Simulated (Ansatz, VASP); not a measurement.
**Sr: VASP beside Ansatz**

INCAR

```
SYSTEM = Sr
  PREC = Accurate
  ENCUT = 520
  EDIFF = 1E-7
  ISMEAR = -1
  SIGMA = 0.08
  LREAL = .False.
  LASPH = .True.
  NELM = 100
  ALGO = Normal
  ISIF = 2
  LWAVE = .False.
  LCHARG = .False.
  GGA = PE
  NBANDS = 11
```

Contents of KPOINTS:

```
regular mesh
0
Gamma
  10 10 10
  0 0 0
```

Contents of POSCAR:

```
Sr
1.0
    0.0000000000      2.9807721162      2.9807721162
    2.9807721162      0.0000000000      2.9807721162
    2.9807721162      2.9807721162      0.0000000000
Sr
1
Direct
    0.0000000000      0.0000000000      0.0000000000
```

Input for Ansatz:

```yaml
crystal:
  lattice:
    - [0.0, 2.9807721162, 2.9807721162]
    - [2.9807721162, 0.0, 2.9807721162]
    - [2.9807721162, 2.9807721162, 0.0]
  atoms:
    - { symbol: Sr, position: [0.0, 0.0, 0.0] }
kpoints:
  mp_grid: { grid: [10, 10, 10] }
scf:
  occupations: { method: fermi_dirac, width: 0.08 }
hamiltonian:
  xc: pbe
  pseudopotentials: { kind: all_electron, lapw: { basis_error: 0.0005 } }
output:
  forces: true
  stress: true
  eigenvalues: true
```

Change from the starting cell: volume scaled by 0.9405.

Alike in both runs: task single point; functional PBE; k mesh 10 × 10 × 10; occupations fermi-dirac, width 0.08 eV; no spin polarisation.

|  | VASP | Ansatz |
| --- | --- | --- |
| version | VASP 6.6.1 | Ansatz 0.2.0 |
| potentials or method | VASP PAW PBE potentials, release 64 (Sr_sv), cutoff 520 eV | all-electron LAPW, scalar-relativistic |

```csv
,VASP,Ansatz,Ansatz less VASP
pressure (GPa),0.5,0.5,-0.01
```

Ansatz ran all-electron here, and VASP with PAW potentials.
